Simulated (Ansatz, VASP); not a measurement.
## Os in VASP and in Ansatz

The input INCAR:

```
PREC = Accurate
ENCUT = 520
EDIFF = 1E-8
ISMEAR = -1
SIGMA = 0.03
LREAL = False
LASPH = True
NELM = 100
ALGO = Normal
ISIF = 2
LWAVE = False
LCHARG = False
GGA = PE
LEFG = True
NBANDS = 10
```

KPOINTS

```
Automatic mesh
0
Gamma
  14 14 14
```

File POSCAR:

```
Os
1.0
    0.0000000000      1.9642586782      1.9642586782
    1.9642586782      0.0000000000      1.9642586782
    1.9642586782      1.9642586782      0.0000000000
Os
1
Direct
    0.0000000000      0.0000000000      0.0000000000
```

Input for Ansatz:

```yaml
crystal:
  lattice:
    - [0.0, 1.9642586782, 1.9642586782]
    - [1.9642586782, 0.0, 1.9642586782]
    - [1.9642586782, 1.9642586782, 0.0]
  atoms:
    - { symbol: Os, position: [0.0, 0.0, 0.0] }
kpoints:
  mp_grid: { grid: [14, 14, 14] }
scf:
  occupations: { method: fermi_dirac, width: 0.03 }
hamiltonian:
  xc: pbe
  pseudopotentials: { kind: paw }
output:
  forces: true
  stress: true
  eigenvalues: true
  efg: { contact_densities: true }
  write_density: true
  write_potential: true
  elf: true
  volumetric_format: npy
```

Change from the starting cell: volume scaled by 1.03, PAW files.

Alike in both runs: task electric field gradients; functional PBE; k mesh 14 × 14 × 14; occupations fermi-dirac, width 0.03 eV; no spin polarisation.

|  | VASP | Ansatz |
| --- | --- | --- |
| version | VASP 6.6.1 | Ansatz 0.2.0 |
| potentials or method | VASP PAW PBE potentials, release 64 (Os) | PAW with Ansatz's default frozen-core files, scalar-relativistic |
| plane-wave cutoff (eV) | 520 | 420 |
| valence electrons in the cell | 8 | 16 |

Ansatz gave:

```
pressure (GPa) : -18.9
```

Task: Estimate VASP's values.

Result: Pressure (GPa): -19.3.

VASP's potentials hold 8 valence electrons a cell and Ansatz's 16, so a difference there can come from the potentials and not from the codes.

Spin-orbit coupling is off throughout.
